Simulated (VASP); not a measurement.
# C in VASP: relaxation of the atoms with PBE+D3(BJ)

Aim: the relaxation of the atoms of C with PBE+D3(BJ).

All numbers are computed with VASP 6.6.1; they aren't measurements. Logs are shortened: lines on timing, memory, paths and dates and some standing lists are left out, and cuts for length are marked.

**1. The cell of the first run**

The cell holds a slab with vacuum, 19 atoms: a = 7.398 Å, b = 7.398 Å, c = 12.000 Å, α = 90.00°, β = 90.00°, γ = 120.00°.

**2. Relaxation of the atoms, PBE+D3(BJ), collinear spin**

The input, INCAR:

```
  PREC = Accurate
  ENCUT = 520
  EDIFF = 1E-6
  ISMEAR = 0
  SIGMA = 0.05
  LREAL = Auto
  LASPH = T
  NELM = 150
  ALGO = Normal
  ISIF = 2
  LWAVE = F
  LCHARG = F
  ISPIN = 2
  MAGMOM = 0 0 0 0 0 0 0 0 0 0 0 0 0 0 0 0 0 0 1
  LORBIT = 11
  GGA = PE
  IVDW = 12
  IBRION = 2
  NSW = 80
  EDIFFG = -0.03
  LUSENCCL = F
```

The input, KPOINTS:

```
Automatic mesh
0
Gamma
  2 2 1
```

The input, POSCAR:

```
C
1.0
    7.3980000000      0.0000000000      0.0000000000
   -3.6990000000      6.4068560000      0.0000000000
    0.0000000000      0.0000000000     12.0000000000
C
19
Direct
    0.0000000000      0.0000000000      0.0833333300
    0.2222222200      0.1111111100      0.0833333300
    0.0000000000      0.3333333300      0.0833333300
    0.2222222200      0.4444444400      0.0833333300
    0.0000000000      0.6666666600      0.0833333300
    0.2222222200      0.7777777700      0.0833333300
    0.3333333300      0.0000000000      0.0833333300
    0.5555555600      0.1111111100      0.0833333300
    0.3333333300      0.3333333300      0.0833333300
    0.5555555500      0.4444444400      0.0833333300
    0.3333333300      0.6666666600      0.0833333300
    0.5555555500      0.7777777700      0.0833333300
    0.6666666700      0.0000000000      0.0833333300
    0.8888888900      0.1111111100      0.0833333300
    0.6666666700      0.3333333300      0.0833333300
    0.8888888900      0.4444444400      0.0833333300
    0.6666666600      0.6666666600      0.0833333300
    0.8888888900      0.7777777700      0.0833333300
    0.7037037000      0.2962962900      0.2075000000
```

Potentials or basis: VASP PAW PBE potentials, release 64 (C).

Command:

```console
$ cat potpaw_PBE.64/C/POTCAR > POTCAR
$ mpirun -np 1 vasp_std > vasp.out
```

OUTCAR:

```text
PREC = Accurate
   ENCUT = 520
   EDIFF = 1E-6
   ISMEAR = 0
   LREAL = Auto
   LASPH = T
   NELM = 150
   ISIF = 2
   ISPIN = 2
   LORBIT = 11
   GGA = PE
   IVDW = 12
   IBRION = 2
   NSW = 80
   EDIFFG = -0.03
 IVDW          = 12

 ion  position               nearest neighbor table
   1  0.000  0.000  0.083-   2 1.42  14 1.42  18 1.42
   2  0.222  0.111  0.083-   1 1.42   7 1.42   9 1.42
   3  0.000  0.333  0.083-   4 1.42  16 1.42  14 1.42
   4  0.222  0.444  0.083-   3 1.42   9 1.42  11 1.42
   5  0.000  0.667  0.083-   6 1.42  18 1.42  16 1.42
   6  0.222  0.778  0.083-   5 1.42  11 1.42   7 1.42
   7  0.333  0.000  0.083-   2 1.42   8 1.42   6 1.42
   8  0.556  0.111  0.083-  13 1.42  15 1.42   7 1.42  19 1.95
   9  0.333  0.333  0.083-   4 1.42  10 1.42   2 1.42
  10  0.556  0.444  0.083-   9 1.42  17 1.42  15 1.42
  11  0.333  0.667  0.083-  12 1.42   6 1.42   4 1.42
  12  0.556  0.778  0.083-  11 1.42  17 1.42  13 1.42
  13  0.667  0.000  0.083-   8 1.42  14 1.42  12 1.42
  14  0.889  0.111  0.083-  13 1.42   1 1.42   3 1.42
  15  0.667  0.333  0.083-  16 1.42   8 1.42  10 1.42  19 1.56
  16  0.889  0.444  0.083-   3 1.42  15 1.42   5 1.42  19 1.95
  17  0.667  0.667  0.083-  12 1.42  10 1.42  18 1.42
  18  0.889  0.778  0.083-   5 1.42  17 1.42   1 1.42
  19  0.704  0.296  0.208-  15 1.56   8 1.95  16 1.95

  LATTYP: Found a hexagonal cell.
 ALAT       =     7.3980000000
 C/A-ratio  =     1.6220600162

  Lattice vectors:

 A1 = (   7.3980000000,   0.0000000000,   0.0000000000)
 A2 = (  -3.6990000000,   6.4068560000,   0.0000000000)
 A3 = (   0.0000000000,   0.0000000000,  12.0000000000)

Analysis of symmetry for initial positions (statically):
=====================================================================
 Subroutine PRICEL returns:
 Original cell was already a primitive cell.

 Routine SETGRP: Setting up the symmetry group for a
 hexagonal supercell.

 Subroutine GETGRP returns: Found  2 space group operations
 (whereof  2 operations were pure point group operations)
 out of a pool of 24 trial point group operations.

The static configuration has the point symmetry C_1h.

Analysis of symmetry for dynamics (positions and initial velocities):
=====================================================================
 Subroutine PRICEL returns:
 Original cell was already a primitive cell.

 Routine SETGRP: Setting up the symmetry group for a
 hexagonal supercell.

 Subroutine GETGRP returns: Found  2 space group operations
 (whereof  2 operations were pure point group operations)
 out of a pool of 24 trial point group operations.

The dynamic configuration has the point symmetry C_1h.

Analysis of structural, dynamic, and magnetic symmetry:
=====================================================================
 Subroutine PRICEL returns:
 Original cell was already a primitive cell.

 Routine SETGRP: Setting up the symmetry group for a
 hexagonal supercell.

 Subroutine GETGRP returns: Found  2 space group operations
 (whereof  2 operations were pure point group operations)
 out of a pool of 24 trial point group operations.

The overall configuration has the point symmetry C_1h.

 Subroutine INISYM returns: Found  2 space group operations
 (whereof  2 operations are pure point group operations),
 and found     1 'primitive' translations

----------------------------------------------------------------------------------------

                                     Primitive cell

  volume of cell :     568.7750

  direct lattice vectors                    reciprocal lattice vectors
     7.398000000  0.000000000  0.000000000     0.135171668  0.078041398 -0.000000000
    -3.699000000  6.406856000  0.000000000     0.000000000  0.156082796  0.000000000
     0.000000000  0.000000000 12.000000000     0.000000000 -0.000000000  0.083333333

  length of vectors
     7.398000000  7.398000054 12.000000000     0.156082797  0.156082796  0.083333333

  position of ions in fractional coordinates (direct lattice)
     0.000000000  0.000000000  0.083333330
     0.222222220  0.111111110  0.083333330
     0.000000000  0.333333330  0.083333330
     0.222222220  0.444444440  0.083333330
     0.000000000  0.666666660  0.083333330
     0.222222220  0.777777770  0.083333330
[... 11 lines left out ...]
     0.888888890  0.777777770  0.083333330
     0.703703700  0.296296290  0.207500000

  ion indices of the primitive-cell ions
   primitive index   ion index
                 1           1
                 2           2
                 3           3
                 4           4
                 5           5
                 6           6
[... 11 lines left out ...]
                18          18
                19          19

----------------------------------------------------------------------------------------

 KPOINTS: Automatic mesh

Automatic generation of k-mesh.
 Grid dimensions read from file:
 generate k-points for:    2    2    1

 Generating k-lattice:

  Cartesian coordinates                     Fractional coordinates (reciprocal lattice)
     0.067585834  0.039020699 -0.000000000     0.500000000  0.000000000  0.000000000
     0.000000000  0.078041398  0.000000000     0.000000000  0.500000000  0.000000000
     0.000000000 -0.000000000  0.083333333     0.000000000  0.000000000  1.000000000

  Length of vectors
     0.078041399  0.078041398  0.083333333

  Shift w.r.t. Gamma in fractional coordinates (k-lattice)
     0.000000000  0.000000000  0.000000000

 Subroutine IBZKPT returns following result:
 ===========================================

 Found      3 irreducible k-points:

 Following reciprocal coordinates:
            Coordinates               Weight
  0.000000  0.000000  0.000000      1.000000
  0.500000  0.000000  0.000000      2.000000
  0.500000  0.500000  0.000000      1.000000
   k-points           NKPTS =      3   k-points in BZ     NKDIM =      3   number of bands    NBANDS=     49
   number of dos      NEDOS =    301   number of ions     NIONS =     19
   total plane-waves  NPLWV = 282240
   dimension x,y,z NGX =    56 NGY =   56 NGZ =   90
   dimension x,y,z NGXF=   112 NGYF=  112 NGZF=  180
   ions per type =              19
   NGX,Y,Z   is equivalent  to a cutoff of  12.58, 12.58, 12.47 a.u.
   NGXF,Y,Z  is equivalent  to a cutoff of  25.17, 25.17, 24.94 a.u.
 SYSTEM =  unknown system
   PREC   = accura    normal or accurate (medium, high low for compatibility)
   ISTART =      0    job   : 0-new  1-cont  2-samecut
   ICHARG =      2    charge: 1-file 2-atom 10-const
   ISPIN  =      2    spin polarized calculation?
   LNONCOLLINEAR =      F non collinear calculations
   LSORBIT =      F    spin-orbit coupling
   LASPH  =      T    aspherical Exc in radial PAW
   ENCUT  =  520.0 eV  38.22 Ry    6.18 a.u.  13.76 13.76 22.31*2*pi/ulx,y,z
   NELM   =    150;   NELMIN=  2; NELMDL= -5     # of ELM steps
   EDIFF  = 0.1E-05   stopping-criterion for ELM
   LREAL  =      T    real-space projection
   EDIFFG = -.3E-01   stopping-criterion for IOM
   NSW    =     80    number of steps for IOM
   IBRION =      2    ionic relax: 0-MD 1-quasi-New 2-CG
   NFREE  =      1    steps in history (QN), initial steepest desc. (CG)
   ISIF   =      2    stress and relaxation
   ISYM   =      2    0-nonsym 1-usesym 2-fastsym
   POTIM  = 0.5000    time-step for ionic-motion
   TEBEG  =    0.0;   TEEND  =   0.0 temperature during run
   PSTRESS=    0.0 pullay stress
   NELECT =      76.0000    total number of electrons
   NUPDOWN=      -1.0000    fix difference up-down
   EMIN   =  10.00;   EMAX   =-10.00  energy-range for DOS
   EFERMI =   0.00;   METHOD = LEGACY
   ISMEAR =     0;   SIGMA  =   0.05  broadening in eV -4-tet -1-fermi 0-gaus
   EFERMI_NEDOS =   21; number of points for ismear=-14 and -15
   IALGO  =     38    algorithm
   IMIX   =      4    mixing-type and parameters
     AMIX     =   0.40;   BMIX     =  1.00
     AMIX_MAG =   1.60;   BMIX_MAG =  1.00
  volume/ion in A,a.u.               =      29.94       202.01
  Fermi-wavevector in a.u.,A,eV,Ry     =   0.836949  1.581605  9.530667  0.700484
  Thomas-Fermi vector in A             =   1.950758
   LORBIT       =     11    0 simple, 1 ext, 2 COOP (PROOUT), +10 PAW based schemes
   GGA     = PE    functional components
   LHFCALC =     F    Hartree Fock is set to
   AEXX    =    0.0000 exact exchange contribution
   IVDW    =    12    specifies the selected vdW correction
   LEPSILON=     F    determine dielectric tensor
   LRPA    =     F    only Hartree local field effects (RPA)
 conjugate gradient relaxation of ions
 spin polarized calculation
 Gauss-broadening in eV      SIGMA  =   0.05
  energy-cutoff  :      520.00
  volume of cell :      568.78
 maximum number of plane-waves:     15363
 NGX is ok and might be reduce to    56
   NGX = 27   NGY = 27   NGZ = 45

--------------------------------------- Ionic step        1  -------------------------------------------

 number of electron      76.0000001 magnetization       1.0000543

 Free energy of the ion-electron system (eV)
  ---------------------------------------------------
  ext. energy  EPLUGINS =         0.00000000
  ---------------------------------------------------
  free energy    TOTEN  =      -168.08717310 eV

  energy without entropy =     -168.08009145  energy(sigma->0) =     -168.08363228

------------------------ aborting loop because EDIFF is reached ----------------------------------------

 Edisp (eV)   -1.69565

 E8    (eV) :    -0.5280

  FORCE on cell =-STRESS in cart. coord.  units (eV):
  Direction    XX          YY          ZZ          XY          YZ          ZX
  --------------------------------------------------------------------------------------
  -------------------------------------------------------------------------------------
  Total       6.28637     2.99647     1.10927    -2.84914     0.14171    -0.24544
  in kB      17.70803     8.44074     3.12469    -8.02571     0.39918    -0.69139
  external pressure =        9.76 kB  Pullay stress =        0.00 kB
[... 148 lines left out ...]
  FREE ENERGIE OF THE ION-ELECTRON SYSTEM (eV)
  ---------------------------------------------------
  free  energy   TOTEN  =      -169.8776612588 eV

  energy  without entropy=     -169.8705972879  energy(sigma->0) =     -169.87412927

[... ionic steps 4 to 29 ...]

--------------------------------------- Ionic step       30  -------------------------------------------

 number of electron      76.0000001 magnetization       0.4997264

------------------------ aborting loop because EDIFF is reached ----------------------------------------

 Edisp (eV)   -1.68820

 E8    (eV) :    -0.5257
[... 103 lines left out ...]
  energy  without entropy=     -170.0052192872  energy(sigma->0) =     -170.00993346

--------------------------------------- Ionic step       32  -------------------------------------------

 number of electron      76.0000001 magnetization       0.4997720

 Free energy of the ion-electron system (eV)
  ---------------------------------------------------
  ext. energy  EPLUGINS =         0.00000000
  ---------------------------------------------------
  free energy    TOTEN  =      -168.32668860 eV

  energy without entropy =     -168.31718578  energy(sigma->0) =     -168.32193719

 E-fermi :  -1.9388     XC(G=0):  -3.8197

 val. band max:       -2.0551516574   @ k =   0.5000   0.5000   0.0000
 cond. band min:      -1.9327387050   @ k =   0.0000   0.0000   0.0000
 fundamental gap:      0.1224129523
 Fermi energy:        -1.9388337902

 spin component 1

 k-point     1 :       0.0000    0.0000    0.0000
  band No.  band energies     occupation
      1     -22.0043      1.00000
      2     -20.1748      1.00000
      3     -19.0817      1.00000
      4     -19.0683      1.00000
      5     -18.9799      1.00000
      6     -18.9154      1.00000
[... 145 lines left out ...]
     48       3.5990      0.00000
     49       3.8490      0.00000
 Fermi energy:        -1.9388337902

 spin component 2

 k-point     1 :       0.0000    0.0000    0.0000
  band No.  band energies     occupation
      1     -21.9657      1.00000
      2     -20.1373      1.00000
      3     -19.0479      1.00000
      4     -19.0451      1.00000
      5     -18.9580      1.00000
      6     -18.8905      1.00000
[... 195 lines left out ...]
  FREE ENERGIE OF THE ION-ELECTRON SYSTEM (eV)
  ---------------------------------------------------
  free  energy   TOTEN  =      -170.0148084159 eV

  energy  without entropy=     -170.0053055918  energy(sigma->0) =     -170.01005700

 reached required accuracy - stopping structural energy minimisation

 total charge

# of ion       s       p       d       tot
------------------------------------------
    1        0.864   1.792   0.000   2.656
    2        0.861   1.786   0.000   2.646
    3        0.867   1.778   0.000   2.645
    4        0.863   1.798   0.000   2.660
    5        0.861   1.778   0.000   2.639
    6        0.862   1.790   0.000   2.651
[... 11 lines left out ...]
   18        0.861   1.786   0.000   2.646
   19        1.009   1.190   0.000   2.199
--------------------------------------------------
tot         16.506  33.384   0.000  49.890

 magnetization (x)

# of ion       s       p       d       tot
------------------------------------------
    1       -0.000  -0.001   0.000  -0.001
    2       -0.000   0.001   0.000   0.001
    3        0.002   0.022   0.000   0.024
    4       -0.000  -0.002   0.000  -0.003
    5        0.001   0.018   0.000   0.019
    6       -0.001  -0.008   0.000  -0.008
[... 11 lines left out ...]
   18       -0.000   0.001   0.000   0.001
   19        0.007   0.138   0.000   0.145
--------------------------------------------------
tot          0.014   0.262   0.000   0.276
```

Run time: 19 min. Hardware: 1 × NVIDIA H100 80GB with 1 thread of AMD EPYC 7R13 (Zen 3), shared host; peak memory 1.6 GiB.

Results:

- Free energy: -170.0148 eV
- Energy gained by relaxing: 12.2 meV/atom
- Ionic steps: 32
- Largest force after relaxing: 0.028 eV/Å
- Net moment: 0.50 μB per cell
- Site moments: C -0.00, +0.00, +0.02, -0.01, +0.01, +0.14 (each value once) μB
- Valence electrons inside the program's atomic spheres: C 2.66, 2.65, 2.64, 2.61, 2.67, 2.69, 2.20 (each value once)
- Dispersion energy per atom: -0.089 eV

Forces in eV/Å, atoms in the order of the input:
```
C   -0.006  0.003 -0.010
C    0.018  0.003  0.011
C   -0.004  0.000 -0.012
C    0.005 -0.015 -0.004
C    0.005  0.008  0.014
C   -0.011  0.006  0.014
C   -0.005 -0.008  0.014
C    0.003  0.002  0.008
C   -0.007  0.003  0.002
C   -0.005  0.003 -0.027
C    0.002 -0.001 -0.020
C    0.015  0.003 -0.004
C   -0.002  0.003 -0.012
C   -0.004  0.002  0.011
C    0.002 -0.001 -0.008
C    0.000 -0.004  0.008
C   -0.006  0.004  0.002
C    0.006 -0.017  0.011
C   -0.007  0.004  0.004
```

Step by step:
```csv
step,energy change (eV),largest force (eV/Å),pressure (GPa)
1,0.0000,1.8422,0.98
2,0.1901,3.0266,0.97
3,-0.0948,0.6006,0.90
4,-0.0827,1.2616,0.87
5,-0.1165,0.3134,0.88
6,-0.1393,0.2625,0.83
7,-0.1408,0.3362,0.82
8,-0.1554,0.2255,0.79
9,-0.1574,0.2499,0.78
10,-0.1647,0.2175,0.77
11,-0.1654,0.2574,0.77
12,-0.1717,0.2080,0.76
13,-0.1918,0.4083,0.71
14,-0.1739,0.9392,0.68
15,-0.1941,0.5299,0.71
16,-0.1993,0.4990,0.71
17,-0.2025,0.4746,0.72
18,-0.2085,0.3990,0.73
19,-0.2133,0.3478,0.74
20,-0.2189,0.2487,0.74
21,-0.2224,0.1955,0.74
22,-0.2250,0.1653,0.73
23,-0.2261,0.1552,0.72
24,-0.2286,0.0976,0.70
25,-0.2295,0.1483,0.69
26,-0.2309,0.0920,0.68
27,-0.2310,0.1048,0.67
28,-0.2315,0.0569,0.68
29,-0.2316,0.0671,0.68
30,-0.2318,0.0469,0.68
31,-0.2318,0.0568,0.68
32,-0.2320,0.0278,0.68
```

Final structure:
```yaml
crystal:
  lattice:
    - [7.39800, 0.00000, 0.00000]
    - [-3.69900, 6.40686, 0.00000]
    - [0.00000, 0.00000, 12.00000]
  atoms:
    - { symbol: C, position: [0.00211, 0.99789, 0.08081] }
    - { symbol: C, position: [0.22396, 0.11030, 0.08346] }
    - { symbol: C, position: [0.00078, 0.32974, 0.08181] }
    - { symbol: C, position: [0.22165, 0.44442, 0.07950] }
    - { symbol: C, position: [0.00020, 0.66639, 0.09214] }
    - { symbol: C, position: [0.22205, 0.77795, 0.09117] }
    - { symbol: C, position: [0.33361, 0.99980, 0.09214] }
    - { symbol: C, position: [0.55931, 0.11024, 0.09320] }
    - { symbol: C, position: [0.33261, 0.33415, 0.07537] }
    - { symbol: C, position: [0.55136, 0.44864, 0.07095] }
    - { symbol: C, position: [0.33316, 0.66684, 0.08405] }
    - { symbol: C, position: [0.55558, 0.77835, 0.07950] }
    - { symbol: C, position: [0.67026, 0.99922, 0.08181] }
    - { symbol: C, position: [0.89166, 0.10834, 0.07772] }
    - { symbol: C, position: [0.66251, 0.33749, 0.08503] }
    - { symbol: C, position: [0.88976, 0.44069, 0.09320] }
    - { symbol: C, position: [0.66585, 0.66739, 0.07537] }
    - { symbol: C, position: [0.88970, 0.77604, 0.08346] }
    - { symbol: C, position: [0.69756, 0.30244, 0.20681] }
```

Caveat: the k points lie up to 0.49 Å⁻¹ apart; there is no dipole correction, which matters where the two faces differ.
